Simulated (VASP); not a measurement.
# SPb: relaxation of the atoms with PBE

SPb, in a box:

```xyz
2
Lattice="9.0000 0.0000 0.0000 0.0000 9.0000 0.0000 0.0000 0.0000 12.0000" Properties=species:S:1:pos:R:3 pbc="T T T"
S     4.4632    4.5296    4.9305
Pb    4.4869    4.4830    7.1911
```

This cell differs from its parent crystal: atoms moved at random.

```
Program                : VASP 6.6.1
Task                   : relaxation of the atoms
Functional             : PBE
Potentials or basis    : VASP PAW PBE potentials, release 64 (S, Pb_d)
Cutoff                 : 340 eV
k mesh                 : 1 × 1 × 1
Occupations            : gaussian, width 0.03 eV
Spin                   : no spin polarisation
Tolerance level        : standard
Purpose                : geometry
Further INCAR settings : ALGO = Normal; EDIFF = 1e-07; NELMDL = -8; IBRION = 2; EDIFFG = -0.01; NSW = 120; ISIF = 0
```

The energy gained by relaxing is 11.7 meV/atom. The ionic steps are 3 and the gap between the frontier levels is 2.87 eV.

Step by step:
```csv
step,energy change (eV),largest force (eV/Å)
1,0.0000,0.9830
2,-0.0059,0.7484
3,-0.0235,0.0017
```

Final structure:
```xyz
2
Lattice="9.0000 0.0000 0.0000 0.0000 9.0000 0.0000 0.0000 0.0000 12.0000" Properties=species:S:1:pos:R:3 pbc="T T T"
S     4.4629    4.5301    4.9058
Pb    4.4871    4.4825    7.2158
```

Levels at points of the mesh, in eV from the valence-band top:
| k point | band 6 | band 7 | band 8 | band 9 | band 10 | band 11 | band 12 | band 13 | band 14 |
| --- | --- | --- | --- | --- | --- | --- | --- | --- | --- |
| (0.00, 0.00, 0.00) | -10.28 | -5.98 | -0.25 | 0.00 | 0.00 | 2.87 | 2.87 | 5.13 | 5.38 |

Wall time 60 s on 1 thread of Intel(R) Xeon(R) Platinum 8488C (Sapphire Rapids), with other jobs on the host, peak memory 0.48 GiB.

Caveat: the cell differs from its parent crystal (atoms moved at random); spin-orbit coupling is left out, which moves the levels of the heavy elements.
